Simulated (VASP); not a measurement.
Wanted: the native input for a VASP 6.6.1 run.

- Task: single point
- Functional: RPBE
- Potentials or basis: VASP PAW PBE potentials, release 64 (Hg, Te)
- Cutoff: 520 eV
- k mesh: 7 × 7 × 7
- Occupations: fermi-dirac, width 0.05 eV
- Spin: no spin polarisation
- Dipole correction: no
- Further INCAR settings: ALGO = Normal; EDIFF = 1e-06; NBANDS = 16

The structure of HgTe lies in POSCAR:

```
HgTe
1.0
    0.0000000000      3.1800000000      3.1800000000
    3.1800000000      0.0000000000      3.1800000000
    3.1800000000      3.1800000000      0.0000000000
Hg Te
1 1
Direct
    0.0000000000      0.0000000000      0.0000000000
    0.5000000000      0.5000000000      0.5000000000
```

The input as run:

INCAR

```
PREC = Accurate
ENCUT = 520
EDIFF = 1E-6
ISMEAR = -1
SIGMA = 0.05
LREAL = False
LASPH = True
NELM = 80
ALGO = Normal
ISIF = 2
LWAVE = False
LCHARG = False
GGA = RP
NBANDS = 16
```

KPOINTS

```
regular mesh
0
Gamma
  7 7 7
```

Potentials or basis: VASP PAW PBE potentials, release 64 (Hg, Te).

The run is started by

```sh
$ cat potpaw_PBE.64/Hg/POTCAR potpaw_PBE.64/Te/POTCAR > POTCAR
$ mpirun -np 1 vasp_std > vasp.out
```

Results of the run:

```yaml
Pressure: -2.0 GPa
Band_gap_on_the_k_mesh: zero (band 9 reaches 3.36 eV, above the bottom of band 10 at 1.46 eV)
```

Caveat: the PAW data sets were made with another functional, which shifts forces and pressure a little; spin-orbit coupling is left out, which moves the levels of the heavy elements.

Run time: 12 s on 1 thread of AMD EPYC 9R45 96-Core Processor (Zen 5), on a shared host, peak memory 0.18 GiB.
